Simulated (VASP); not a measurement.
# Si (Cmcm) in VASP: notebook

The runs below take Si through single point, relaxation of cell and atoms, with PBE.

Program: VASP 6.6.1. These are calculated values, not measurements. Logs are shortened: lines on timing, memory, paths and dates and some standing lists are left out, and cuts for length are marked.

### 1 The cell of the first run

It takes space group Cmcm (No. 63, orthorhombic). The conventional cell has a = 6.753 Å, b = 7.304 Å, c = 6.342 Å, α = 90.00°, β = 90.00°, γ = 90.00°. Si (site symmetry 1) has 4 Si at 2.18 to 2.25 Å within 2.9 Å.

### 2 Single point, PBE

The input, INCAR:

```
SYSTEM = Si
PREC     = Accurate       ! precision mode
ENCUT    = 520            ! plane-wave cutoff, eV
EDIFF    = 1E-6           ! SCF threshold, eV
ISMEAR   = 0              ! smearing method
SIGMA    = 0.1            ! smearing width, eV
LREAL    = .FALSE.        ! projectors in reciprocal space
LASPH    = .TRUE.         ! aspherical terms in the spheres
NELM     = 100            ! most SCF steps
ALGO     = Normal         ! electronic algorithm
ISIF     = 2              ! what is computed and relaxed
LWAVE    = .FALSE.        ! write WAVECAR
LCHARG   = .FALSE.        ! write CHGCAR
GGA      = PE             ! functional
NBANDS   = 26             ! bands
```

The input, KPOINTS:

```
Automatic mesh
0
G
  4 4 4
  0 0 0
```

The input, POSCAR:

```
Si
1.0
    3.3763648400     -3.6521245300      0.0000000000
    3.3763648400      3.6521245300      0.0000000000
    0.0000000000      0.0000000000      6.3418946500
Si
8
Direct
    0.7009306600      0.9699274900      0.4250912100
    0.9699274900      0.7009306600      0.9250912100
    0.2990693400      0.0300725100      0.9250912100
    0.7009306600      0.9699274900      0.0749087900
    0.2990693400      0.0300725100      0.5749087900
    0.0300725100      0.2990693400      0.4250912100
    0.9699274900      0.7009306600      0.5749087900
    0.0300725100      0.2990693400      0.0749087900
```

Potentials or basis: VASP PAW PBE potentials, release 64 (Si).

On the command line:

```sh
cat potpaw_PBE.64/Si/POTCAR > POTCAR
mpirun -np 1 vasp_std > vasp.out
```

OUTCAR:

```text
SYSTEM = Si
   PREC = Accurate
   ENCUT = 520
   EDIFF = 1E-6
   ISMEAR = 0
   LREAL = .FALSE.
   LASPH = .TRUE.
   NELM = 100
   ISIF = 2
   GGA = PE

 ion  position               nearest neighbor table
   1  0.701  0.970  0.425-   7 2.18   4 2.22   6 2.22   5 2.25   5 3.12   8 3.14
   2  0.970  0.701  0.925-   4 2.18   7 2.22   3 2.22   8 2.25   8 3.12   5 3.14
   3  0.299  0.030  0.925-   8 2.18   5 2.22   2 2.22   4 2.25   4 3.12   7 3.14
   4  0.701  0.970  0.075-   2 2.18   1 2.22   8 2.22   3 2.25   3 3.12   6 3.14
   5  0.299  0.030  0.575-   6 2.18   3 2.22   7 2.22   1 2.25   1 3.12   2 3.14
   6  0.030  0.299  0.425-   5 2.18   8 2.22   1 2.22   7 2.25   7 3.12   4 3.14
   7  0.970  0.701  0.575-   1 2.18   2 2.22   5 2.22   6 2.25   6 3.12   3 3.14
   8  0.030  0.299  0.075-   3 2.18   6 2.22   4 2.22   2 2.25   2 3.12   1 3.14

  LATTYP: Found a base centered orthorhombic cell.
 ALAT       =     6.7527296800
 B/A-ratio  =     1.0816735463
 C/A-ratio  =     0.9391601546

  Lattice vectors:

 A1 = (   3.3763648400,  -3.6521245300,   0.0000000000)
 A2 = (   3.3763648400,   3.6521245300,   0.0000000000)
 A3 = (   0.0000000000,   0.0000000000,   6.3418946500)

Analysis of symmetry for initial positions (statically):
=====================================================================
 Subroutine PRICEL returns:
 Original cell was already a primitive cell.

 Routine SETGRP: Setting up the symmetry group for a
 base centered orthorhombic supercell.

 Subroutine GETGRP returns: Found  8 space group operations
 (whereof  4 operations were pure point group operations)
 out of a pool of  8 trial point group operations.

The static configuration has the point symmetry C_2h.
 The point group associated with its full space group is D_2h.

Analysis of symmetry for dynamics (positions and initial velocities):
=====================================================================
 Subroutine PRICEL returns:
 Original cell was already a primitive cell.

 Routine SETGRP: Setting up the symmetry group for a
 base centered orthorhombic supercell.

 Subroutine GETGRP returns: Found  8 space group operations
 (whereof  4 operations were pure point group operations)
 out of a pool of  8 trial point group operations.

The dynamic configuration has the point symmetry C_2h.
 The point group associated with its full space group is D_2h.

 Subroutine INISYM returns: Found  8 space group operations
 (whereof  4 operations are pure point group operations),
 and found     1 'primitive' translations

----------------------------------------------------------------------------------------

                                     Primitive cell

  volume of cell :     156.4026

  direct lattice vectors                    reciprocal lattice vectors
     3.376364840 -3.652124530  0.000000000     0.148088262 -0.136906613  0.000000000
     3.376364840  3.652124530  0.000000000     0.148088262  0.136906613  0.000000000
     0.000000000  0.000000000  6.341894650     0.000000000  0.000000000  0.157681585

  length of vectors
     4.973716228  4.973716228  6.341894650     0.201676855  0.201676855  0.157681585

  position of ions in fractional coordinates (direct lattice)
     0.700930660  0.969927490  0.425091210
     0.969927490  0.700930660  0.925091210
     0.299069340  0.030072510  0.925091210
     0.700930660  0.969927490  0.074908790
     0.299069340  0.030072510  0.574908790
     0.030072510  0.299069340  0.425091210
     0.969927490  0.700930660  0.574908790
     0.030072510  0.299069340  0.074908790

  ion indices of the primitive-cell ions
   primitive index   ion index
                 1           1
                 2           2
                 3           3
                 4           4
                 5           5
                 6           6
                 7           7
                 8           8

----------------------------------------------------------------------------------------

 KPOINTS: Automatic mesh

Automatic generation of k-mesh.
 Grid dimensions read from file:
 generate k-points for:    4    4    4

 Generating k-lattice:

  Cartesian coordinates                     Fractional coordinates (reciprocal lattice)
     0.037022065 -0.034226653  0.000000000     0.250000000  0.000000000  0.000000000
     0.037022065  0.034226653  0.000000000     0.000000000  0.250000000  0.000000000
     0.000000000  0.000000000  0.039420396     0.000000000  0.000000000  0.250000000

  Length of vectors
     0.050419214  0.050419214  0.039420396

  Shift w.r.t. Gamma in fractional coordinates (k-lattice)
     0.000000000  0.000000000  0.000000000

 Subroutine IBZKPT returns following result:
 ===========================================

 Found     21 irreducible k-points:

 Following reciprocal coordinates:
            Coordinates               Weight
  0.000000  0.000000  0.000000      1.000000
  0.250000 -0.000000  0.000000      4.000000
  0.500000 -0.000000  0.000000      2.000000
  0.250000  0.250000  0.000000      2.000000
  0.500000  0.250000  0.000000      4.000000
 -0.250000  0.250000  0.000000      2.000000
[... 13 lines left out ...]
 -0.250000  0.250000  0.500000      2.000000
  0.500000  0.500000  0.500000      1.000000
   k-points           NKPTS =     21   k-points in BZ     NKDIM =     21   number of bands    NBANDS=     26
   number of dos      NEDOS =    301   number of ions     NIONS =      8
   total plane-waves  NPLWV =  76800
   dimension x,y,z NGX =    40 NGY =   40 NGZ =   48
   dimension x,y,z NGXF=    80 NGYF=   80 NGZF=   96
   ions per type =               8
   NGX,Y,Z   is equivalent  to a cutoff of  13.37, 13.37, 12.58 a.u.
   NGXF,Y,Z  is equivalent  to a cutoff of  26.74, 26.74, 25.17 a.u.
 SYSTEM =  Si
   PREC   = accura    normal or accurate (medium, high low for compatibility)
   ISTART =      0    job   : 0-new  1-cont  2-samecut
   ICHARG =      2    charge: 1-file 2-atom 10-const
   ISPIN  =      1    spin polarized calculation?
   LNONCOLLINEAR =      F non collinear calculations
   LSORBIT =      F    spin-orbit coupling
   LASPH  =      T    aspherical Exc in radial PAW
   ENCUT  =  520.0 eV  38.22 Ry    6.18 a.u.   9.25  9.25 11.79*2*pi/ulx,y,z
   NELM   =    100;   NELMIN=  2; NELMDL= -5     # of ELM steps
   EDIFF  = 0.1E-05   stopping-criterion for ELM
   LREAL  =      F    real-space projection
[... 7 lines left out ...]
   TEBEG  =    0.0;   TEEND  =   0.0 temperature during run
   PSTRESS=    0.0 pullay stress
   NELECT =      32.0000    total number of electrons
   NUPDOWN=      -1.0000    fix difference up-down
   EMIN   =  10.00;   EMAX   =-10.00  energy-range for DOS
   EFERMI =   0.00;   METHOD = LEGACY
   ISMEAR =     0;   SIGMA  =   0.10  broadening in eV -4-tet -1-fermi 0-gaus
   EFERMI_NEDOS =   21; number of points for ismear=-14 and -15
   IALGO  =     38    algorithm
   IMIX   =      4    mixing-type and parameters
     AMIX     =   0.40;   BMIX     =  1.00
     AMIX_MAG =   1.60;   BMIX_MAG =  1.00
  volume/ion in A,a.u.               =      19.55       131.93
  Fermi-wavevector in a.u.,A,eV,Ry     =   0.964666  1.822954 12.661308  0.930580
  Thomas-Fermi vector in A             =   2.094316
   LORBIT       =      0    0 simple, 1 ext, 2 COOP (PROOUT), +10 PAW based schemes
   GGA     = PE    functional components
   LHFCALC =     F    Hartree Fock is set to
   AEXX    =    0.0000 exact exchange contribution
   IVDW    =     0    specifies the selected vdW correction
   LEPSILON=     F    determine dielectric tensor
   LRPA    =     F    only Hartree local field effects (RPA)
 non-spin polarized calculation
 Gauss-broadening in eV      SIGMA  =   0.10
  energy-cutoff  :      520.00
  volume of cell :      156.40
 maximum number of plane-waves:      4232
 NGX is ok and might be reduce to    40
   NGX = 19   NGY = 19   NGZ = 23

 number of electron      32.0000000 magnetization

 Free energy of the ion-electron system (eV)
  ---------------------------------------------------
  ext. energy  EPLUGINS =         0.00000000
  ---------------------------------------------------
  free energy    TOTEN  =       -39.47131227 eV

  energy without entropy =      -39.46957368  energy(sigma->0) =      -39.47044297

 E-fermi :   6.4316     XC(G=0):  -9.1933

 val. band max:        6.4189830179   @ k =   0.5000   0.5000   0.0000
 cond. band min:       6.4441842627   @ k =   0.0000   0.0000   0.0000
 fundamental gap:      0.0252012447
 Fermi energy:         6.4316181638

 k-point     1 :       0.0000    0.0000    0.0000
  band No.  band energies     occupation
      1      -7.1028      2.00000
      2      -4.5600      2.00000
      3      -3.4338      2.00000
      4      -2.0276      2.00000
      5      -1.7737      2.00000
      6       0.5667      2.00000
[... 18 lines left out ...]
     25      10.8456      0.00000
     26      10.8839      0.00000

 k-point     2 :       0.2500   -0.0000    0.0000
  band No.  band energies     occupation
      1      -6.8697      2.00000
      2      -4.3166      2.00000
      3      -3.9536      2.00000
      4      -2.6073      2.00000
      5      -1.1873      2.00000
      6      -0.9151      2.00000
[... 18 lines left out ...]
     25      10.8188      0.00000
     26      11.2993      0.00000

 k-point     3 :       0.5000   -0.0000    0.0000
  band No.  band energies     occupation
      1      -6.5307      2.00000
      2      -4.6618      2.00000
      3      -3.9624      2.00000
      4      -2.5846      2.00000
      5      -1.8536      2.00000
      6      -1.0293      2.00000
[... 18 lines left out ...]
     25      10.2616      0.00000
     26      10.4449      0.00000

 k-point     4 :       0.2500    0.2500    0.0000
  band No.  band energies     occupation
      1      -6.6111      2.00000
      2      -4.1852      2.00000
      3      -4.0522      2.00000
      4      -3.1098      2.00000
      5      -1.3020      2.00000
      6      -0.8662      2.00000
[... 18 lines left out ...]
     25      11.0700      0.00000
     26      11.1041      0.00000

 k-point     5 :       0.5000    0.2500    0.0000
  band No.  band energies     occupation
      1      -6.2614      2.00000
      2      -4.5998      2.00000
      3      -3.6748      2.00000
      4      -3.5003      2.00000
      5      -1.7712      2.00000
      6      -0.5849      2.00000
[... 18 lines left out ...]
     25      10.2983      0.00000
     26      10.5984      0.00000

 k-point     6 :      -0.2500    0.2500    0.0000
  band No.  band energies     occupation
      1      -6.6422      2.00000
      2      -4.0692      2.00000
      3      -3.8259      2.00000
      4      -3.6196      2.00000
      5      -1.1386      2.00000
      6      -0.0891      2.00000
[... 340 lines left out ...]
 k-point    18 :       0.2500    0.2500    0.5000
  band No.  band energies     occupation
      1      -5.8754      2.00000
      2      -5.8754      2.00000
      3      -2.9162      2.00000
      4      -2.9162      2.00000
      5      -1.8394      2.00000
      6      -1.8394      2.00000
[... 18 lines left out ...]
     25      10.9354      0.00000
     26      10.9354      0.00000

 k-point    19 :       0.5000    0.2500    0.5000
  band No.  band energies     occupation
      1      -5.5829      2.00000
      2      -5.5829      2.00000
      3      -3.4222      2.00000
      4      -3.4222      2.00000
      5      -2.0609      2.00000
      6      -2.0609      2.00000
[... 18 lines left out ...]
     25      10.9041      0.00000
     26      10.9041      0.00000

 k-point    20 :      -0.2500    0.2500    0.5000
  band No.  band energies     occupation
      1      -5.8986      2.00000
      2      -5.8986      2.00000
      3      -2.8404      2.00000
      4      -2.8404      2.00000
      5      -1.8347      2.00000
      6      -1.8347      2.00000
[... 18 lines left out ...]
     25      10.9678      0.00000
     26      10.9678      0.00000

 k-point    21 :       0.5000    0.5000    0.5000
  band No.  band energies     occupation
      1      -5.2587      2.00000
      2      -5.2587      2.00000
      3      -3.4264      2.00000
      4      -3.4264      2.00000
      5      -2.8686      2.00000
      6      -2.8686      2.00000
[... 18 lines left out ...]
     25      10.2726      0.00000
     26      10.2726      0.00000

------------------------ aborting loop because EDIFF is reached ----------------------------------------

  FORCE on cell =-STRESS in cart. coord.  units (eV):
  Direction    XX          YY          ZZ          XY          YZ          ZX
  --------------------------------------------------------------------------------------
  -------------------------------------------------------------------------------------
  Total       21.4593702     21.9998692     22.5962420      0.0000000      0.0000000      0.0000000
  in kB      219.8282935    225.3651272    231.4743290      0.0000000      0.0000000      0.0000000
  external PRESSURE =     225.5559166 kB  Pullay stress =       0.0000000 kB

 VOLUME and BASIS-vectors are now :
 -----------------------------------------------------------------------------
  energy-cutoff  :      520.00
  volume of cell :      156.40
      direct lattice vectors                 reciprocal lattice vectors
     3.376364840 -3.652124530  0.000000000     0.148088262 -0.136906613  0.000000000
     3.376364840  3.652124530  0.000000000     0.148088262  0.136906613  0.000000000
     0.000000000  0.000000000  6.341894650     0.000000000  0.000000000  0.157681585

 POSITION                                       TOTAL-FORCE (eV/Angst)
 -----------------------------------------------------------------------------------
      5.64143      0.98241      2.69588        -1.395742      1.311602      0.393575
      5.64143     -0.98241      5.86683        -1.395742     -1.311602      0.393575
      1.11130     -0.98241      5.86683         1.395742     -1.311602      0.393575
      5.64143      0.98241      0.47506        -1.395742      1.311602     -0.393575
      1.11130     -0.98241      3.64601         1.395742     -1.311602     -0.393575
      1.11130      0.98241      2.69588         1.395742      1.311602      0.393575
      5.64143     -0.98241      3.64601        -1.395742     -1.311602     -0.393575
      1.11130      0.98241      0.47506         1.395742      1.311602     -0.393575
 -----------------------------------------------------------------------------------
    total drift:                                0.000000     -0.000000     -0.000000

  FREE ENERGIE OF THE ION-ELECTRON SYSTEM (eV)
  ---------------------------------------------------
  free  energy   TOTEN  =       -39.4713122660 eV

  energy  without entropy=      -39.4695736782  energy(sigma->0) =      -39.47044297
```

It took 67 s on 1 thread of Intel Xeon Platinum 8488C (Sapphire Rapids), shared host; peak memory 0.27 GiB.

Results:

- Free energy: -39.4713 eV
- Pressure: 22.6 GPa
- Largest force: 1.955 eV/Å
- Band gap on the k mesh: 0.03 eV, indirect (least direct gap 0.60 eV)

Forces in eV/Å, atoms in the order of the input:
```
Si  -1.396  1.312  0.394
Si  -1.396 -1.312  0.394
Si   1.396 -1.312  0.394
Si  -1.396  1.312 -0.394
Si   1.396 -1.312 -0.394
Si   1.396  1.312  0.394
Si  -1.396 -1.312 -0.394
Si   1.396  1.312 -0.394
```

Stress tensor (GPa, compression positive):
```
21.98  0.00  0.00
 0.00 22.54  0.00
 0.00  0.00 23.15
```

Levels at points of the mesh, in eV from the valence-band top:
```tsv
k point	band 13	band 14	band 15	band 16	band 17	band 18	band 19	band 20
(0.00, 0.00, 0.00)	-3.36	-3.07	-1.78	-0.58	0.03	0.60	1.40	1.63
(0.50, 0.00, 0.00)	-2.66	-2.26	-1.93	-0.86	0.79	1.77	2.13	2.14
(0.50, 0.50, 0.00)	-1.84	-0.56	-0.22	0.00	1.72	2.01	2.10	2.98
(0.00, 0.00, 0.50)	-1.87	-1.87	-1.76	-1.76	1.49	1.49	2.13	2.13
(0.50, 0.00, 0.50)	-2.77	-2.77	-1.53	-1.53	0.77	0.77	2.00	2.00
(0.50, 0.50, 0.50)	-1.48	-1.48	-1.46	-1.46	0.68	0.68	2.86	2.86
```

Caveat: forces of over 1 eV/Å act on the atoms, so gaps and moduli don't describe the material at rest.

(Part 1 of 2 ends here.)
